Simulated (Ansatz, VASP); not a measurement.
NbCd3 in VASP and in Ansatz

```
Nb Cd
1.0
     4.30826    0.00000    0.00000
     0.00000    4.30826    0.00000
     0.00000    0.00000    4.30826
Nb Cd
1 3
Direct
  0.00000 0.00000 0.00000
  0.00000 0.50000 0.50000
  0.50000 0.00000 0.50000
  0.50000 0.50000 0.00000
```

Alike in both runs: functional PBE; k mesh 4 × 4 × 4; occupations gaussian, width 0.1 eV; no spin polarisation.

Ansatz relaxed the structure, and its values are those at the end. VASP's run is a single point on that final structure, the one shown.

```csv
,VASP,Ansatz
version,VASP 6.6.1,Ansatz 0.2.0
potentials or method,"VASP PAW PBE potentials, release 64 (Nb_sv, Cd), cutoff 520 eV","scalar-relativistic, plane waves, PAW"
valence electrons in the cell,49,73
```

|  | VASP | Ansatz | Ansatz less VASP |
| --- | --- | --- | --- |
| gap on the k mesh at the Fermi level (eV) | none | none | - |
| pressure (GPa) | 0.3 | -0.1 | -0.39 |

A gap of «none» marks a metal or a gap that the smearing closes. VASP's potentials hold 49 valence electrons a cell and Ansatz's 73, so a difference there can come from the potentials and not from the codes.

The k mesh is coarse, so the values compare programs but aren't converged.
